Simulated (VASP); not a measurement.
# AlN (F-43m) in VASP: a series of runs

Runs on AlN. Level: r2SCAN. Tasks: elastic constants.

Program: VASP 6.6.1. These are calculated values, not measurements. Logs are shortened: lines on timing, memory, paths and dates and some standing lists are left out, and cuts for length are marked.

## (1) The cell of the first run

The structure is cubic, space group F-43m (No. 216). The conventional cell has a = 4.343 Å, b = 4.343 Å, c = 4.343 Å, α = 90.00°, β = 90.00°, γ = 90.00°. Al (site symmetry -43m) has 4 N at 1.88 Å within 2.5 Å. N (site symmetry -43m) has 4 Al at 1.88 Å within 2.5 Å.

## (2) Elastic constants, r2SCAN

Contents of INCAR:

```
SYSTEM = AlN
PREC = Accurate
ENCUT = 600
EDIFF = 1E-8
ISMEAR = 0
SIGMA = 0.01
LREAL = .False.
LASPH = .True.
NELM = 100
ALGO = Normal
ISIF = 3
LWAVE = .False.
LCHARG = .True.
METAGGA = R2SCAN
LMIXTAU = .True.
NBANDS = 11
IBRION = 6
NFREE = 2
POTIM = 0.015
NSW = 1
```

Contents of KPOINTS:

```
Automatic mesh
0
Gamma
  8 8 8
  0 0 0
```

Contents of POSCAR:

```
AlN
1.0
    0.0000000000      2.1715650089      2.1715650089
    2.1715650089      0.0000000000      2.1715650089
    2.1715650089      2.1715650089      0.0000000000
Al N
1 1
Direct
    0.0000000000      0.0000000000      0.0000000000
    0.2500000000      0.2500000000      0.2500000000
```

Potentials or basis: VASP PAW PBE potentials, release 64 (Al, N).

On the command line:

```console
$ cat potpaw_PBE.64/Al/POTCAR potpaw_PBE.64/N/POTCAR > POTCAR
$ mpirun -np 1 vasp_std > vasp.out
```

OUTCAR:

```text
SYSTEM = AlN
   PREC = Accurate
   ENCUT = 600
   EDIFF = 1E-8
   ISMEAR = 0
   LREAL = .False.
   LASPH = .True.
   NELM = 100
   ISIF = 3
   METAGGA = R2SCAN
   IBRION = 6
   NFREE = 2
   POTIM = 0.015
   NSW = 1

 ion  position               nearest neighbor table
   1  0.000  0.000  0.000-   2 1.88   2 1.88   2 1.88   2 1.88
   2  0.250  0.250  0.250-   1 1.88   1 1.88   1 1.88   1 1.88

  LATTYP: Found a face centered cubic cell.
 ALAT       =     4.3431300178

  Lattice vectors:

 A1 = (   0.0000000000,   2.1715650089,   2.1715650089)
 A2 = (   2.1715650089,   0.0000000000,   2.1715650089)
 A3 = (   2.1715650089,   2.1715650089,   0.0000000000)

Analysis of symmetry for initial positions (statically):
=====================================================================
 Subroutine PRICEL returns:
 Original cell was already a primitive cell.

 Routine SETGRP: Setting up the symmetry group for a
 face centered cubic supercell.

 Subroutine GETGRP returns: Found 24 space group operations
 (whereof 24 operations were pure point group operations)
 out of a pool of 48 trial point group operations.

The static configuration has the point symmetry T_d .

Analysis of symmetry for dynamics (positions and initial velocities):
=====================================================================
 Subroutine PRICEL returns:
 Original cell was already a primitive cell.

 Routine SETGRP: Setting up the symmetry group for a
 face centered cubic supercell.

 Subroutine GETGRP returns: Found 24 space group operations
 (whereof 24 operations were pure point group operations)
 out of a pool of 48 trial point group operations.

The dynamic configuration has the point symmetry T_d .

 Subroutine INISYM returns: Found 24 space group operations
 (whereof 24 operations are pure point group operations),
 and found     1 'primitive' translations
[... 669 lines left out ...]
      2       0.6111      2.00000
      3       3.5956      2.00000
      4       4.7427      2.00000
      5      13.7500      0.00000
      6      16.1316      0.00000
      7      19.1926      0.00000
      8      19.6681      0.00000
      9      24.4269      0.00000
     10      26.0189      0.00000
     11      29.5291      0.00000

 [... further k-points ...]

------------------------ aborting loop because EDIFF is reached ----------------------------------------

  FORCE on cell =-STRESS in cart. coord.  units (eV):
  Direction    XX          YY          ZZ          XY          YZ          ZX
  --------------------------------------------------------------------------------------
  -------------------------------------------------------------------------------------
  Total        0.4702480      0.4765903      0.4765903      0.0000000      0.1467039      0.0000000
  in kB       36.7865464     37.2826909     37.2826909      0.0000000     11.4763465      0.0000000
  external PRESSURE =      37.1173094 kB  Pullay stress =       0.0000000 kB
[... 17 lines left out ...]
  FREE ENERGIE OF THE ION-ELECTRON SYSTEM (eV)
  ---------------------------------------------------
  free  energy   TOTEN  =       -19.1736490302 eV

  energy  without entropy=      -19.1736490302  energy(sigma->0) =      -19.17364903

 INTERNAL STRAIN TENSORS FROM STRAINED CELLS
 ============================================

 INTERNAL STRAIN TENSOR FOR ION    1 for displacements in x,y,z  (eV/Angst):
          X           Y           Z          XY          YZ          ZX
  --------------------------------------------------------------------------------
  x     0.00000    -0.00000     0.00000     0.00000     9.80912     0.00000
  y    -0.00000     0.00000     0.00000     0.00000     0.00000     9.80898
  z    -0.00000    -0.00000     0.00000     9.80924     0.00000     0.00000

 INTERNAL STRAIN TENSORS FROM DISPLACED ATOMS
 ============================================

 INTERNAL STRAIN TENSOR FOR ION    1 for displacements in x,y,z  (eV/Angst):
          X           Y           Z          XY          YZ          ZX
  --------------------------------------------------------------------------------
  x     0.00000    -0.00000    -0.00000     0.00000     9.82455     0.00000
  y     0.00000    -0.00000     0.00000     0.00000     0.00000     9.82455
  z    -0.00000    -0.00000     0.00000     9.82455     0.00000     0.00000

 INTERNAL STRAIN TENSOR FOR ION    2 for displacements in x,y,z  (eV/Angst):
          X           Y           Z          XY          YZ          ZX
  --------------------------------------------------------------------------------
  x    -0.00000     0.00000     0.00000     0.00000    -9.78024     0.00000
  y     0.00000    -0.00000     0.00000     0.00000     0.00000    -9.78024
  z     0.00000     0.00000    -0.00000    -9.78024     0.00000     0.00000

 Eigenvectors and eigenvalues of the dynamical matrix
 ----------------------------------------------------

   1 f  =   20.532624 THz   129.010281 2PiTHz  684.894611 cm-1    84.916071 meV
             X         Y         Z           dx          dy          dz
      0.000000  0.000000  0.000000     0.000000    0.585272    0.000000
      1.085783  1.085783  1.085783     0.000000   -0.810837    0.000000
[... 21 lines left out ...]
   6 f/i=    0.019596 THz     0.123128 2PiTHz    0.653665 cm-1     0.081044 meV
             X         Y         Z           dx          dy          dz
      0.000000  0.000000  0.000000     0.000000    0.000000    0.810837
      1.085783  1.085783  1.085783     0.000000    0.000000    0.585272

--------------------------------------------------------------------------------------------------------

 ELASTIC MODULI CONTR FROM IONIC RELAXATION (kBar)
 Direction    XX          YY          ZZ          XY          YZ          ZX
 --------------------------------------------------------------------------------
 XX          -0.0000      0.0000      0.0000      0.0000     -0.0000      0.0000
 YY           0.0000     -0.0000      0.0000      0.0000      0.0000     -0.0000
 ZZ           0.0000      0.0000     -0.0000     -0.0000      0.0000      0.0000
 XY           0.0000      0.0000     -0.0000   -472.4326      0.0000      0.0000
 YZ          -0.0000      0.0000      0.0000      0.0000   -472.4326      0.0000
 ZX           0.0000     -0.0000      0.0000      0.0000      0.0000   -472.4326
 --------------------------------------------------------------------------------

 TOTAL ELASTIC MODULI (kBar)
 Direction    XX          YY          ZZ          XY          YZ          ZX
 --------------------------------------------------------------------------------
 XX        3193.6508   1745.3370   1745.3370      0.0000     -0.0000     -0.0000
 YY        1745.3370   3193.6508   1745.3370     -0.0000     -0.0000     -0.0000
 ZZ        1745.3370   1745.3370   3193.6508     -0.0000     -0.0000      0.0000
 XY           0.0000     -0.0000     -0.0000   2023.3035     -0.0000      0.0000
 YZ          -0.0000     -0.0000     -0.0000     -0.0000   2023.3035     -0.0000
 ZX          -0.0000     -0.0000      0.0000      0.0000     -0.0000   2023.3035
 --------------------------------------------------------------------------------
```

stdout:

```text
POSCAR found type information on POSCAR AlN
 POSCAR found :  2 types and       2 ions
 scaLAPACK will be used
 -----------------------------------------------------------------------------
|                                                                             |
|                                                                             |
|     You enforced a specific xc type in the INCAR file but a different       |
|     I HOPE YOU KNOW WHAT YOU ARE DOING!                                     |
[... 32 lines left out ...]
 Finite differences progress:
 bond charge predicted
 Finite differences progress:
 bond charge predicted
 Finite differences progress:
 bond charge predicted
 Finite differences progress:
 bond charge predicted
 Finite differences progress:
 bond charge predicted
 Finite differences progress:
 bond charge predicted
 Finite differences progress:
```

Run time: 23 min. Hardware: 1 thread of AMD EPYC 9R45 (Zen 5), shared host; peak memory 0.19 GiB.

What came out:

- Elastic constants C11, C12, C44: 319, 175, 202 GPa
- Voigt bulk modulus: 223 GPa
- Highest phonon frequency at Γ, LO-TO splitting left out: 685 cm⁻¹

Phonon frequencies in cm⁻¹ (negative: imaginary):
| q point | frequencies |
| --- | --- |
| (0.000, 0.000, 0.000) | -1 -1 -1 685 685 685 |

Elastic tensor in Voigt notation (GPa, in the Cartesian axes of the cell as first typed):
```
319 175 175   0   0   0
175 319 175   0   0   0
175 175 319   0   0   0
  0   0   0 202   0   0
  0   0   0   0 202   0
  0   0   0   0   0 202
```

Clamped-ion elastic tensor (GPa):
```
319 175 175   0   0   0
175 319 175   0   0   0
175 175 319   0   0   0
  0   0   0 250   0   0
  0   0   0   0 250   0
  0   0   0   0   0 250
```

Caveat: the cell is under stress, which shifts elastic constants; the PAW data sets were made with another functional, which shifts forces and pressure a little.

## (3) Elastic constants, r2SCAN

This run uses another cell than the first one, of 10.33 Å³/atom.

Contents of INCAR:

```
SYSTEM = AlN
PREC     = Accurate       ! precision mode
ENCUT    = 600            ! plane-wave cutoff, eV
EDIFF    = 1E-8           ! SCF threshold, eV
ISMEAR   = 0              ! smearing method
SIGMA    = 0.01           ! smearing width, eV
LREAL    = .False.        ! projectors in reciprocal space
LASPH    = .True.         ! aspherical terms in the spheres
NELM     = 60             ! most SCF steps
ALGO     = Normal         ! electronic algorithm
ISIF     = 3              ! what is computed and relaxed
LWAVE    = .False.        ! write WAVECAR
LCHARG   = .False.        ! write CHGCAR
METAGGA  = R2SCAN         ! meta-GGA
LMIXTAU  = .True.       
NBANDS   = 11             ! bands
IBRION   = 6              ! ionic algorithm
NFREE    = 2            
POTIM    = 0.015          ! step
NSW      = 1              ! ionic steps
```

KPOINTS is that of step 2.

Contents of POSCAR:

```
AlN
1.0
    0.0000000000      2.1780711879      2.1780711879
    2.1780711879      0.0000000000      2.1780711879
    2.1780711879      2.1780711879      0.0000000000
Al N
1 1
Direct
    0.0000000000      0.0000000000      0.0000000000
    0.2500000000      0.2500000000      0.2500000000
```

Potentials or basis: VASP PAW PBE potentials, release 64 (Al, N).

On the command line:

```console
$ cat potpaw_PBE.64/Al/POTCAR potpaw_PBE.64/N/POTCAR > POTCAR
$ mpirun -np 1 vasp_std > vasp.out
```

Wall time 21 min (1 thread of AMD EPYC 9R45 (Zen 5), shared host); peak memory 0.19 GiB.

The run converged. Its results:

* Elastic constants C11, C12, C44: 314, 169, 200 GPa
* Voigt bulk modulus: 217 GPa
* Highest phonon frequency at Γ, LO-TO splitting left out: 676 cm⁻¹

Phonon frequencies in cm⁻¹ (negative: imaginary):
| q point | frequencies |
| --- | --- |
| (0.000, 0.000, 0.000) | -1 -1 -1 676 676 676 |

Elastic tensor in Voigt notation (GPa, in the Cartesian axes of the cell as first typed):
```
314 169 169   0   0   0
169 314 169   0   0   0
169 169 314   0   0   0
  0   0   0 200   0   0
  0   0   0   0 200   0
  0   0   0   0   0 200
```

Clamped-ion elastic tensor (GPa):
```
314 169 169   0   0   0
169 314 169   0   0   0
169 169 314   0   0   0
  0   0   0 243   0   0
  0   0   0   0 243   0
  0   0   0   0   0 243
```

Caveat: the cell is under stress, which shifts elastic constants; the PAW data sets were made with another functional, which shifts forces and pressure a little.

## (4) Elastic constants, r2SCAN

This run uses another cell than the first one, of 10.38 Å³/atom.

Contents of INCAR:

```
SYSTEM = AlN
PREC = Accurate
ENCUT = 600
EDIFF = 1E-8
ISMEAR = 0
SIGMA = 0.01
LREAL = .FALSE.
LASPH = .TRUE.
NELM = 80
ALGO = Normal
ISIF = 3
LWAVE = .FALSE.
LCHARG = .FALSE.
METAGGA = R2SCAN
LMIXTAU = .TRUE.
IBRION = 6
NFREE = 2
POTIM = 0.015
NSW = 1
```

Contents of KPOINTS:

```
regular mesh
0
G
  8 8 8
  0 0 0
```

Contents of POSCAR:

```
AlN
1.0
    0.0000000000      2.1814623783      2.1814623783
    2.1814623783      0.0000000000      2.1814623783
    2.1814623783      2.1814623783      0.0000000000
Al N
1 1
Direct
    0.0000000000      0.0000000000      0.0000000000
    0.2500000000      0.2500000000      0.2500000000
```

On the command line:

```console
$ cat potpaw_PBE.64/Al/POTCAR potpaw_PBE.64/N/POTCAR > POTCAR
$ mpirun -np 1 vasp_std > vasp.out
```

Run time: 40 min. Hardware: 1 thread of Oxide Virtual Turin-like, shared host; peak memory 0.19 GiB.

It converged, with:

```yaml
Elastic_constants_C11_C12_C44: 311, 165, 199 GPa
Voigt_bulk_modulus: 214 GPa
Highest_phonon_frequency_at_Γ_LO-TO_splitting_left_out: 672 cm⁻¹
```

Phonon frequencies in cm⁻¹ (negative: imaginary):
| q point | frequencies |
| --- | --- |
| (0.000, 0.000, 0.000) | 0 0 0 672 672 672 |

Elastic tensor in Voigt notation (GPa, in the Cartesian axes of the cell as first typed):
```
311 165 165   0   0   0
165 311 165   0   0   0
165 165 311   0   0   0
  0   0   0 199   0   0
  0   0   0   0 199   0
  0   0   0   0   0 199
```

Clamped-ion elastic tensor (GPa):
```
311 165 165   0   0   0
165 311 165   0   0   0
165 165 311   0   0   0
  0   0   0 240   0   0
  0   0   0   0 240   0
  0   0   0   0   0 240
```

Caveat: the PAW data sets were made with another functional, which shifts forces and pressure a little.

## (5) Elastic constants, r2SCAN

This run uses another cell than the first one, of 10.43 Å³/atom.

Contents of INCAR:

```
PREC = Accurate
ENCUT = 600
EDIFF = 1E-8
ISMEAR = 0
SIGMA = 0.01
LREAL = F
LASPH = T
NELM = 100
ALGO = Normal
ISIF = 3
LWAVE = F
LCHARG = F
METAGGA = R2SCAN
LMIXTAU = T
NBANDS = 11
IBRION = 6
NFREE = 2
POTIM = 0.015
NSW = 1
```

Contents of KPOINTS:

```
Automatic mesh
0
Gamma
  8 8 8
```

Contents of POSCAR:

```
AlN
1.0
    0.0000000000      2.1848999340      2.1848999340
    2.1848999340      0.0000000000      2.1848999340
    2.1848999340      2.1848999340      0.0000000000
Al N
1 1
Direct
    0.0000000000      0.0000000000      0.0000000000
    0.2500000000      0.2500000000      0.2500000000
```

On the command line:

```console
$ cat potpaw_PBE.64/Al/POTCAR potpaw_PBE.64/N/POTCAR > POTCAR
$ mpirun -np 1 vasp_std > vasp.out
```

Run time: 56 min. Hardware: 1 thread of Oxide Virtual Turin-like, shared host; peak memory 0.19 GiB.

The run converged. Its results:

| Quantity | Value |
| --- | --- |
| Elastic constants C11, C12, C44 | 309, 162, 198 GPa |
| Voigt bulk modulus | 211 GPa |
| Highest phonon frequency at Γ, LO-TO splitting left out | 667 cm⁻¹ |

Phonon frequencies in cm⁻¹ (negative: imaginary):
| q point | frequencies |
| --- | --- |
| (0.000, 0.000, 0.000) | 0 0 0 667 667 667 |

Elastic tensor in Voigt notation (GPa, in the Cartesian axes of the cell as first typed):
```
309 162 162   0   0   0
162 309 162   0   0   0
162 162 309   0   0   0
  0   0   0 198   0   0
  0   0   0   0 198   0
  0   0   0   0   0 198
```

Clamped-ion elastic tensor (GPa):
```
309 162 162   0   0   0
162 309 162   0   0   0
162 162 309   0   0   0
  0   0   0 237   0   0
  0   0   0   0 237   0
  0   0   0   0   0 237
```

Caveat: the PAW data sets were made with another functional, which shifts forces and pressure a little.
